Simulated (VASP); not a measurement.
Si:

```
CELL_PARAMETERS angstrom
3.65480 0.00000 0.00000
0.00000 5.08533 0.00000
0.00000 0.00000 5.30540
ATOMIC_POSITIONS crystal
Si 0.76237 0.77456 0.15395
Si 0.23763 0.27456 0.34605
Si 0.26237 0.72544 0.84605
Si 0.73763 0.22544 0.65395
Si 0.98068 0.40107 0.99633
Si 0.01932 0.90107 0.50367
Si 0.48068 0.09893 0.00367
Si 0.51932 0.59893 0.49633
```

The cell was generated, and may not be a known phase.

```yaml
Program: VASP 6.6.1
Task: relaxation of cell and atoms
Functional: PBE
Potentials_or_basis: VASP PAW PBE potentials, release 64 (Si)
Cutoff: 600 eV
k_mesh: 6 × 4 × 4
Occupations: gaussian, width 0.1 eV
Spin: no spin polarisation
```

At the start: pressure 63.3 GPa; volume 12.33 Å³/atom.

Problem. How do energy, volume and symmetry change on relaxing?

Solution. Over 33 steps the energy falls by 1223.3 meV/atom and the volume is 20.45 Å³/atom (+65.9 %); space group P2_12_12_1 (No. 19, to 0.1 Å) before, Fd-3m (No. 227, to 0.1 Å).

The path:
```tsv
step	energy change (eV)	largest force (eV/Å)	pressure (GPa)	volume (Å³)
1	0.0000	1.7586	63.33	98.61
2	-3.6086	0.2062	-12.46	185.66
3	-6.0822	0.2707	-0.21	139.43
4	-6.0834	0.2658	0.36	138.52
5	-6.2161	0.3095	0.12	139.49
6	-6.5353	0.5158	0.17	141.89
7	-6.8650	1.0254	1.13	144.52
8	-6.3571	1.4913	2.98	141.02
9	-6.9703	1.1422	1.86	144.63
10	-7.0704	1.1609	1.04	146.34
11	-7.1586	1.1356	-0.73	149.72
12	-7.2719	1.0639	-0.38	149.51
13	-7.5613	0.9167	0.89	148.85
14	-7.8023	1.4825	4.46	147.48
15	-7.8927	1.5381	4.30	148.37
16	-8.1476	1.6776	3.76	151.03
17	-8.5280	1.8716	2.66	156.32
18	-8.5971	2.0005	0.25	166.73
19	-8.6988	1.9548	1.36	162.19
20	-9.1462	1.3197	-1.01	165.79
21	-9.4052	0.9671	-3.64	170.99
22	-9.6267	0.6638	-1.39	165.74
23	-9.6935	0.3970	1.07	161.16
24	-9.7273	0.2310	0.52	162.20
25	-9.7405	0.3115	-0.06	163.35
26	-9.7556	0.2169	-0.15	163.56
27	-9.7633	0.1579	-0.28	163.87
28	-9.7723	0.1212	0.12	163.19
29	-9.7769	0.1418	0.67	162.28
30	-9.7833	0.1010	0.27	163.00
31	-9.7856	0.0762	-0.17	163.82
32	-9.7856	0.0769	-0.14	163.76
33	-9.7867	0.0274	-0.06	163.61
```

Final structure:
```xyz
8
Lattice="5.4633 0.0000 0.0000 0.0000 5.4697 0.0000 0.0000 0.0000 5.4749" Properties=species:S:1:pos:R:3 pbc="T T T"
Si    4.0982    4.1032    1.3650
Si    1.3651    1.3683    1.3725
Si    1.3665    4.1014    4.1100
Si    4.0967    1.3666    4.1024
Si    5.4612    2.7308    0.0011
Si    0.0021    5.4657    2.7363
Si    2.7296    0.0041    5.4738
Si    2.7337    2.7389    2.7386
```

Caveat: the volume moved by over 15 % at a fixed basis, so the end points are rough.
